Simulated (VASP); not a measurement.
# Zr3P2 (P4/mbm) in VASP: a series of runs

Zr3P2 is run at these levels: PBE; tasks: single point.

Everything below comes from runs of VASP 6.6.1. Logs are shortened: lines on timing, memory, paths and dates and some standing lists are left out, and cuts for length are marked.

## Step 1: The cell of the first run

It takes space group P4/mbm (No. 127, tetragonal). Conventional cell: a = 7.046 Å, b = 7.046 Å, c = 3.606 Å, α = 90.00°, β = 90.00°, γ = 90.00°. Within 3.7 Å of Zr (site symmetry 4/m) lie 4 P at 2.72 Å and 10 Zr at 3.21 to 3.61 Å. Within 3.8 Å of Zr (site symmetry m2m) lie 6 P at 2.70 to 2.77 Å and 11 Zr at 3.15 to 3.75 Å. Within 3.7 Å of P (site symmetry m2m) lie 8 Zr at 2.70 to 2.77 Å and 3 P at 2.78 to 3.61 Å.

The cell was generated, and may not be a known phase.

## Step 2: Single point, PBE

Input file INCAR:

```
PREC = Accurate ; ENCUT = 520
EDIFF = 1E-6 ; ISMEAR = 0
SIGMA = 0.1 ; LREAL = False
LASPH = True ; NELM = 100
ALGO = Normal ; ISIF = 2
LWAVE = False ; LCHARG = False
GGA = PE ; NBANDS = 57
```

Input file KPOINTS:

```
regular mesh
0
Gamma
  2 2 6
```

Input file POSCAR:

```
Zr3P2
1.0
    7.0456629771      0.0000000000      0.0000000000
    0.0000000000      7.0456629771      0.0000000000
    0.0000000000      0.0000000000      3.6060347826
Zr P
6 4
Direct
    0.0000000000      0.0000000000      0.0000000000
    0.5000000000      0.5000000000      0.0000000000
    0.1582350922      0.6582350922      0.5000000000
    0.3417649078      0.1582350922      0.5000000000
    0.8417649078      0.3417649078      0.5000000000
    0.6582350922      0.8417649078      0.5000000000
    0.6397358930      0.1397358930      0.0000000000
    0.8602641070      0.6397358930      0.0000000000
    0.3602641070      0.8602641070      0.0000000000
    0.1397358930      0.3602641070      0.0000000000
```

Potentials or basis: VASP PAW PBE potentials, release 64 (Zr_sv, P).

The run is started by

```sh
cat potpaw_PBE.64/Zr_sv/POTCAR potpaw_PBE.64/P/POTCAR > POTCAR
mpirun -np 1 vasp_std > vasp.out
```

OUTCAR:

```text
PREC = Accurate
   ENCUT = 520
   EDIFF = 1E-6
   ISMEAR = 0
   LREAL = False
   LASPH = True
   NELM = 100
   ISIF = 2
   GGA = PE

 ion  position               nearest neighbor table
   1  0.000  0.000  0.000-   7 2.72   8 2.72   9 2.72  10 2.72   3 3.21   4 3.21   5 3.21   6 3.21
                             3 3.21   4 3.21   5 3.21   6 3.21
   2  0.500  0.500  0.000-   7 2.72   8 2.72   9 2.72  10 2.72   3 3.21   4 3.21   5 3.21   6 3.21
                             3 3.21   4 3.21   5 3.21   6 3.21
   3  0.158  0.658  0.500-   9 2.70   9 2.70  10 2.77   8 2.77   8 2.77  10 2.77   5 3.15   2 3.21
                             1 3.21   2 3.21   1 3.21   4 3.75   6 3.75   4 3.75   6 3.75
   4  0.342  0.158  0.500-  10 2.70  10 2.70   7 2.77   7 2.77   9 2.77   9 2.77   6 3.15   2 3.21
                             1 3.21   2 3.21   1 3.21   5 3.75   3 3.75   3 3.75   5 3.75
   5  0.842  0.342  0.500-   7 2.70   7 2.70  10 2.77   8 2.77   8 2.77  10 2.77   3 3.15   2 3.21
                             1 3.21   2 3.21   1 3.21   4 3.75   6 3.75   6 3.75   4 3.75
   6  0.658  0.842  0.500-   8 2.70   8 2.70   9 2.77   7 2.77   7 2.77   9 2.77   4 3.15   2 3.21
                             1 3.21   2 3.21   1 3.21   3 3.75   5 3.75   5 3.75   3 3.75
   7  0.640  0.140  0.000-   5 2.70   5 2.70   1 2.72   2 2.72   6 2.77   4 2.77   4 2.77   6 2.77
                             9 2.78
   8  0.860  0.640  0.000-   6 2.70   6 2.70   1 2.72   2 2.72   3 2.77   3 2.77   5 2.77   5 2.77
                            10 2.78
   9  0.360  0.860  0.000-   3 2.70   3 2.70   1 2.72   2 2.72   6 2.77   4 2.77   4 2.77   6 2.77
                             7 2.78
  10  0.140  0.360  0.000-   4 2.70   4 2.70   1 2.72   2 2.72   5 2.77   3 2.77   3 2.77   5 2.77
                             8 2.78

  LATTYP: Found a simple tetragonal cell.
 ALAT       =     7.0456629771
 C/A-ratio  =     0.5118091504

  Lattice vectors:

 A1 = (   7.0456629771,   0.0000000000,   0.0000000000)
 A2 = (   0.0000000000,   7.0456629771,   0.0000000000)
 A3 = (   0.0000000000,   0.0000000000,   3.6060347826)

Analysis of symmetry for initial positions (statically):
=====================================================================
 Subroutine PRICEL returns:
 Original cell was already a primitive cell.

 Routine SETGRP: Setting up the symmetry group for a
 simple tetragonal supercell.

 Subroutine GETGRP returns: Found 16 space group operations
 (whereof  8 operations were pure point group operations)
 out of a pool of 16 trial point group operations.

The static configuration has the point symmetry C_4h.
 The point group associated with its full space group is D_4h.

Analysis of symmetry for dynamics (positions and initial velocities):
=====================================================================
 Subroutine PRICEL returns:
 Original cell was already a primitive cell.

 Routine SETGRP: Setting up the symmetry group for a
 simple tetragonal supercell.

 Subroutine GETGRP returns: Found 16 space group operations
 (whereof  8 operations were pure point group operations)
 out of a pool of 16 trial point group operations.

The dynamic configuration has the point symmetry C_4h.
 The point group associated with its full space group is D_4h.

 Subroutine INISYM returns: Found 16 space group operations
 (whereof  8 operations are pure point group operations),
 and found     1 'primitive' translations

----------------------------------------------------------------------------------------

                                     Primitive cell

  volume of cell :     179.0085

  direct lattice vectors                    reciprocal lattice vectors
     7.045662977  0.000000000  0.000000000     0.141931285  0.000000000  0.000000000
     0.000000000  7.045662977  0.000000000     0.000000000  0.141931285  0.000000000
     0.000000000  0.000000000  3.606034783     0.000000000  0.000000000  0.277312910

  length of vectors
     7.045662977  7.045662977  3.606034783     0.141931285  0.141931285  0.277312910

  position of ions in fractional coordinates (direct lattice)
     0.000000000  0.000000000  0.000000000
     0.500000000  0.500000000  0.000000000
     0.158235092  0.658235092  0.500000000
     0.341764908  0.158235092  0.500000000
     0.841764908  0.341764908  0.500000000
     0.658235092  0.841764908  0.500000000
     0.639735893  0.139735893  0.000000000
     0.860264107  0.639735893  0.000000000
     0.360264107  0.860264107  0.000000000
     0.139735893  0.360264107  0.000000000

  ion indices of the primitive-cell ions
   primitive index   ion index
                 1           1
                 2           2
                 3           3
                 4           4
                 5           5
                 6           6
                 7           7
                 8           8
                 9           9
                10          10

----------------------------------------------------------------------------------------

 KPOINTS: regular mesh

Automatic generation of k-mesh.
 Grid dimensions read from file:
 generate k-points for:    2    2    6

 Generating k-lattice:

  Cartesian coordinates                     Fractional coordinates (reciprocal lattice)
     0.070965642  0.000000000  0.000000000     0.500000000  0.000000000  0.000000000
     0.000000000  0.070965642  0.000000000     0.000000000  0.500000000  0.000000000
     0.000000000  0.000000000  0.046218818     0.000000000  0.000000000  0.166666667

  Length of vectors
     0.070965642  0.070965642  0.046218818

  Shift w.r.t. Gamma in fractional coordinates (k-lattice)
     0.000000000  0.000000000  0.000000000

 Subroutine IBZKPT returns following result:
 ===========================================

 Found     12 irreducible k-points:

 Following reciprocal coordinates:
            Coordinates               Weight
  0.000000  0.000000  0.000000      1.000000
  0.500000  0.000000  0.000000      2.000000
  0.500000  0.500000  0.000000      1.000000
  0.000000  0.000000  0.166667      2.000000
  0.500000  0.000000  0.166667      4.000000
  0.500000  0.500000  0.166667      2.000000
  0.000000  0.000000  0.333333      2.000000
  0.500000  0.000000  0.333333      4.000000
  0.500000  0.500000  0.333333      2.000000
  0.000000  0.000000  0.500000      1.000000
  0.500000  0.000000  0.500000      2.000000
  0.500000  0.500000  0.500000      1.000000
   k-points           NKPTS =     12   k-points in BZ     NKDIM =     12   number of bands    NBANDS=     57
   number of dos      NEDOS =    301   number of ions     NIONS =     10
   total plane-waves  NPLWV =  81648
   dimension x,y,z NGX =    54 NGY =   54 NGZ =   28
   dimension x,y,z NGXF=   108 NGYF=  108 NGZF=   56
   ions per type =               6   4
   NGX,Y,Z   is equivalent  to a cutoff of  12.74, 12.74, 12.91 a.u.
   NGXF,Y,Z  is equivalent  to a cutoff of  25.48, 25.48, 25.82 a.u.
 SYSTEM =  unknown system
   PREC   = accura    normal or accurate (medium, high low for compatibility)
   ISTART =      0    job   : 0-new  1-cont  2-samecut
   ICHARG =      2    charge: 1-file 2-atom 10-const
   ISPIN  =      1    spin polarized calculation?
   LNONCOLLINEAR =      F non collinear calculations
   LSORBIT =      F    spin-orbit coupling
   LASPH  =      T    aspherical Exc in radial PAW
   ENCUT  =  520.0 eV  38.22 Ry    6.18 a.u.  13.10 13.10  6.70*2*pi/ulx,y,z
   NELM   =    100;   NELMIN=  2; NELMDL= -5     # of ELM steps
   EDIFF  = 0.1E-05   stopping-criterion for ELM
   LREAL  =      F    real-space projection
[... 7 lines left out ...]
   TEBEG  =    0.0;   TEEND  =   0.0 temperature during run
   PSTRESS=    0.0 pullay stress
   NELECT =      92.0000    total number of electrons
   NUPDOWN=      -1.0000    fix difference up-down
   EMIN   =  10.00;   EMAX   =-10.00  energy-range for DOS
   EFERMI =   0.00;   METHOD = LEGACY
   ISMEAR =     0;   SIGMA  =   0.10  broadening in eV -4-tet -1-fermi 0-gaus
   EFERMI_NEDOS =   21; number of points for ismear=-14 and -15
   IALGO  =     38    algorithm
   IMIX   =      4    mixing-type and parameters
     AMIX     =   0.40;   BMIX     =  1.00
     AMIX_MAG =   1.60;   BMIX_MAG =  1.00
  volume/ion in A,a.u.               =      17.90       120.80
  Fermi-wavevector in a.u.,A,eV,Ry     =   1.311333  2.478059 23.396489  1.719593
  Thomas-Fermi vector in A             =   2.441801
   LORBIT       =      0    0 simple, 1 ext, 2 COOP (PROOUT), +10 PAW based schemes
   GGA     = PE    functional components
   LHFCALC =     F    Hartree Fock is set to
   AEXX    =    0.0000 exact exchange contribution
   IVDW    =     0    specifies the selected vdW correction
   LEPSILON=     F    determine dielectric tensor
   LRPA    =     F    only Hartree local field effects (RPA)
 non-spin polarized calculation
 Gauss-broadening in eV      SIGMA  =   0.10
  energy-cutoff  :      520.00
  volume of cell :      179.01
 maximum number of plane-waves:      4856
 NGX is ok and might be reduce to    54
   NGX = 27   NGY = 27   NGZ = 13

 number of electron      92.0000009 magnetization

 Free energy of the ion-electron system (eV)
  ---------------------------------------------------
  ext. energy  EPLUGINS =         0.00000000
  ---------------------------------------------------
  free energy    TOTEN  =       -85.02247352 eV

  energy without entropy =      -84.98044607  energy(sigma->0) =      -85.00145980

 E-fermi :  10.4476     XC(G=0): -11.6234

 val. band max:       10.4205260192   @ k =   0.5000   0.0000   0.0000
 cond. band min:      10.4658373806   @ k =   0.5000   0.5000   0.0000
 fundamental gap:      0.0453113614
 Fermi energy:        10.4476356887

 k-point     1 :       0.0000    0.0000    0.0000
  band No.  band energies     occupation
      1     -38.4251      2.00000
      2     -38.3927      2.00000
      3     -38.3699      2.00000
      4     -38.3699      2.00000
      5     -38.1765      2.00000
      6     -38.1580      2.00000
[... 709 lines left out ...]
     56      13.5946      0.00000
     57      13.6435      0.00000

------------------------ aborting loop because EDIFF is reached ----------------------------------------

  FORCE on cell =-STRESS in cart. coord.  units (eV):
  Direction    XX          YY          ZZ          XY          YZ          ZX
  --------------------------------------------------------------------------------------
  -------------------------------------------------------------------------------------
  Total        0.2169794      0.2169794      0.4276375      0.0000000      0.0000000      0.0000000
  in kB        1.9420281      1.9420281      3.8274779      0.0000000      0.0000000      0.0000000
  external PRESSURE =       2.5705114 kB  Pullay stress =       0.0000000 kB

 VOLUME and BASIS-vectors are now :
 -----------------------------------------------------------------------------
  energy-cutoff  :      520.00
  volume of cell :      179.01
      direct lattice vectors                 reciprocal lattice vectors
     7.045662977  0.000000000  0.000000000     0.141931285  0.000000000  0.000000000
     0.000000000  7.045662977  0.000000000     0.000000000  0.141931285  0.000000000
     0.000000000  0.000000000  3.606034783     0.000000000  0.000000000  0.277312910

 POSITION                                       TOTAL-FORCE (eV/Angst)
 -----------------------------------------------------------------------------------
      0.00000      0.00000      0.00000         0.000000      0.000000     -0.000000
      3.52283      3.52283      0.00000         0.000000      0.000000     -0.000000
      1.11487      4.63770      1.80302         0.037977      0.037977     -0.000000
      2.40796      1.11487      1.80302        -0.037977      0.037977      0.000000
      5.93079      2.40796      1.80302        -0.037977     -0.037977      0.000000
      4.63770      5.93079      1.80302         0.037977     -0.037977     -0.000000
      4.50736      0.98453      0.00000         0.027954      0.027954      0.000000
      6.06113      4.50736      0.00000        -0.027954      0.027954     -0.000000
      2.53830      6.06113      0.00000        -0.027954     -0.027954     -0.000000
      0.98453      2.53830      0.00000         0.027954     -0.027954      0.000000
 -----------------------------------------------------------------------------------
    total drift:                               -0.000000      0.000000      0.000000

  FREE ENERGIE OF THE ION-ELECTRON SYSTEM (eV)
  ---------------------------------------------------
  free  energy   TOTEN  =       -85.0224735246 eV

  energy  without entropy=      -84.9804460708  energy(sigma->0) =      -85.00145980
```

Wall time 83 s (1 thread of AMD EPYC 9R45 (Zen 5), shared host); peak memory 0.28 GiB.

Results:

```
Free energy            : -85.0225 eV
Pressure               : 0.3 GPa
Largest force          : 0.054 eV/Å
Band gap on the k mesh : zero (bands 46 and 47 overlap by 0.46 eV)
```

Forces on the atoms (eV/Å):
```
Zr   0.000  0.000  0.000
Zr   0.000  0.000  0.000
Zr   0.038  0.038  0.000
Zr  -0.038  0.038  0.000
Zr  -0.038 -0.038  0.000
Zr   0.038 -0.038  0.000
P    0.028  0.028  0.000
P   -0.028  0.028  0.000
P   -0.028 -0.028  0.000
P    0.028 -0.028  0.000
```

Stress tensor (GPa, compression positive):
```
0.19 0.00 0.00
0.00 0.19 0.00
0.00 0.00 0.38
```

Caveat: the k points lie up to 0.45 Å⁻¹ apart.

## Step 3: Single point, PBE

This run uses another cell than the first one, of 20.66 Å³/atom.

Input file INCAR:

```
ALGO = Normal
EDIFF = 1E-7
ENCUT = 520
GGA = PE
ISIF = 2
ISMEAR = 0
LASPH = True
LCHARG = True
LELF = True
LREAL = False
LVHAR = True
LWAVE = False
NBANDS = 57
NELM = 80
PREC = Accurate
SIGMA = 0.1
```

Input file KPOINTS:

```
k-points
0
Gamma
  2 2 6
```

Input file POSCAR:

```
Zr3P2
1.0
    7.5253101100      0.0000000000      0.0000000000
    0.0000000000      7.5253101100      0.0000000000
    0.0000000000      0.0000000000      3.6482674100
Zr P
6 4
Direct
    0.0000000000      0.0000000000      0.0000000000
    0.5000000000      0.5000000000      0.0000000000
    0.1622599900      0.6622599900      0.5000000000
    0.3377400100      0.1622599900      0.5000000000
    0.8377400100      0.3377400100      0.5000000000
    0.6622599900      0.8377400100      0.5000000000
    0.6339899900      0.1339899900      0.0000000000
    0.8660100100      0.6339899900      0.0000000000
    0.3660100100      0.8660100100      0.0000000000
    0.1339899900      0.3660100100      0.0000000000
```

Potentials or basis: VASP PAW PBE potentials, release 64 (Zr_sv, P).

The run is started by

```sh
cat potpaw_PBE.64/Zr_sv/POTCAR potpaw_PBE.64/P/POTCAR > POTCAR
mpirun -np 1 vasp_std > vasp.out
```

Wall time 98 s (1 thread of AMD EPYC 9R45 (Zen 5), shared host); peak memory 0.3 GiB.

Results (log left out):

- Free energy: -83.2545 eV
- Pressure: -15.5 GPa
- Largest force: 0.576 eV/Å
- Band gap on the k mesh: zero (bands 46 and 47 overlap by 0.83 eV)

Forces on the atoms (eV/Å):
```
Zr   0.000  0.000  0.000
Zr   0.000  0.000  0.000
Zr  -0.388 -0.388  0.000
Zr   0.388 -0.388  0.000
Zr   0.388  0.388  0.000
Zr  -0.388  0.388  0.000
P    0.407  0.407  0.000
P   -0.407  0.407  0.000
P   -0.407 -0.407  0.000
P    0.407 -0.407  0.000
```

Stress tensor (GPa, compression positive):
```
-17.38   0.00   0.00
  0.00 -17.38   0.00
  0.00   0.00 -11.78
```

Levels at points of the mesh, in eV from the Fermi level:
| k point | band 43 | band 44 | band 45 | band 46 | band 47 | band 48 | band 49 | band 50 |
| --- | --- | --- | --- | --- | --- | --- | --- | --- |
| (0.00, 0.00, 0.00) | -1.19 | -1.12 | -0.01 | 0.65 | 0.65 | 0.73 | 0.77 | 0.85 |
| (0.50, 0.00, 0.00) | -0.35 | -0.35 | -0.04 | -0.04 | 0.20 | 0.20 | 0.65 | 0.65 |
| (0.50, 0.50, 0.00) | -1.27 | -1.27 | -0.01 | -0.01 | 0.01 | 0.01 | 0.95 | 0.95 |
| (0.00, 0.00, 0.50) | -0.89 | -0.65 | -0.48 | -0.18 | -0.18 | 0.06 | 0.14 | 0.37 |
| (0.50, 0.00, 0.50) | -0.93 | -0.93 | -0.33 | -0.33 | 0.44 | 0.44 | 1.28 | 1.28 |
| (0.50, 0.50, 0.50) | -1.03 | -1.03 | -0.98 | -0.98 | 0.14 | 0.14 | 1.69 | 1.69 |

Caveat: the k points lie up to 0.42 Å⁻¹ apart, too coarse for converged energies and pressures of a metal.

The gap in the log of VASP goes by the Fermi energy; the results here count the filled bands.